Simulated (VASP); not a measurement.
Cu: single point with PBEsol+U

Slab: Cu, a slab with vacuum.

```xyz
3
Lattice="2.5665 0.0000 0.0000 0.0000 2.5665 0.0000 0.0000 0.0000 19.6296" Properties=species:S:1:pos:R:3 pbc="T T T"
Cu    0.0000    0.0000    8.0471
Cu    1.2833    1.2833    9.8148
Cu    0.0000    0.0000   11.5825
```

- Program: VASP 6.6.1
- Task: single point
- Functional: PBEsol
- Potentials or basis: VASP PAW PBE potentials, release 64 (Cu)
- Cutoff: 520 eV
- k mesh: 14 × 14 × 1
- Occupations: fermi-dirac, width 0.1 eV
- Spin: no spin polarisation
- Hubbard terms: Cu d U = 5.0 eV

```json
{"Largest force": "0.393 eV/Å"}
```

Forces on the atoms (eV/Å):
```
Cu   0.000  0.000  0.393
Cu   0.000  0.000  0.000
Cu   0.000  0.000 -0.393
```

Levels at points of the mesh, in eV from the Fermi level:
| k point | band 13 | band 14 | band 15 | band 16 | band 17 | band 18 | band 19 | band 20 | band 21 | band 22 |
| --- | --- | --- | --- | --- | --- | --- | --- | --- | --- | --- |
| (0.00, 0.00, 0.00) | -2.84 | -2.49 | -2.39 | -2.37 | -2.37 | -0.80 | 1.49 | 4.21 | 4.77 | 5.34 |
| (0.50, 0.00, 0.00) | -2.52 | -2.49 | -2.42 | -0.39 | -0.11 | 0.37 | 3.08 | 4.26 | 6.37 | 7.87 |
| (0.50, 0.50, 0.00) | -2.37 | -2.00 | -2.00 | 3.26 | 3.26 | 6.33 | 6.33 | 7.53 | 7.79 | 9.11 |

Eigenvalues of the final occupation matrices:
```tsv
site	spin	trace	eigenvalues
site 1 d	1	4.70	0.93 0.94 0.94 0.94 0.95
site 1 d	2	4.70	0.93 0.94 0.94 0.94 0.95
site 2 d	1	4.68	0.93 0.94 0.94 0.94 0.95
site 2 d	2	4.68	0.93 0.94 0.94 0.94 0.95
site 3 d	1	4.70	0.93 0.94 0.94 0.94 0.95
site 3 d	2	4.70	0.93 0.94 0.94 0.94 0.95
```

It took 4.6 min on 1 thread of Intel Xeon 8259CL, with other jobs on the host, peak memory 0.27 GiB.

Caveat: the PAW data sets were made with another functional, which shifts forces and pressure a little; U without spin polarisation on a metal has little footing; the U is typed as a test and isn't derived for this compound.
